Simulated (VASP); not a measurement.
**InAs3: single point with PBEsol**

InAs3:

```
In As
1.0
     4.35829    0.00000    0.00000
     0.00000    4.35829    0.00000
     0.00000    0.00000    4.35829
In As
1 3
Direct
  0.00000 0.00000 0.00000
  0.50000 0.00000 0.50000
  0.00000 0.50000 0.50000
  0.50000 0.50000 0.00000
```

This cell differs from its parent crystal: Sb replaced by As, lengths x 0.936, strained.

```yaml
Program: VASP 6.6.1
Task: single point
Functional: PBEsol
Potentials_or_basis: VASP PAW PBE potentials, release 64 (In_d, As)
Cutoff: 500 eV
k_mesh: 4 × 4 × 4
Occupations: gaussian, width 0.1 eV
Spin: no spin polarisation
```

```json
{
 "Pressure": "-1.3 GPa",
 "Band gap on the k mesh": "zero (bands 14 and 15 overlap by 4.74 eV)"
}
```

Levels at points of the mesh, in eV from the Fermi level:
| k point | band 10 | band 11 | band 12 | band 13 | band 14 | band 15 | band 16 | band 17 | band 18 | band 19 |
| --- | --- | --- | --- | --- | --- | --- | --- | --- | --- | --- |
| (0.00, 0.00, 0.00) | -4.48 | -4.48 | -2.87 | 0.66 | 0.66 | 0.66 | 2.47 | 2.47 | 2.47 | 5.83 |
| (0.50, 0.00, 0.00) | -2.85 | -2.85 | -2.07 | -2.07 | -0.93 | -0.64 | 2.59 | 2.59 | 3.16 | 3.17 |
| (0.50, 0.50, 0.00) | -2.55 | -1.71 | -1.71 | -1.18 | -0.91 | -0.91 | 0.86 | 2.01 | 3.69 | 3.81 |
| (0.50, 0.50, 0.50) | -5.37 | -5.37 | -5.37 | -4.31 | 3.84 | 3.84 | 3.84 | 3.96 | 3.96 | 8.69 |

Run time: 17 s on 1 thread of Intel Xeon 8259CL, on a shared host, peak memory 0.15 GiB.

Caveat: the k points lie up to 0.36 Å⁻¹ apart, too coarse for converged energies and pressures of a metal; the cell differs from its parent crystal (Sb replaced by As, lengths x 0.936, strained); the PAW data sets were made with another functional, which shifts forces and pressure a little; spin-orbit coupling is left out, which moves the levels of the heavy elements.
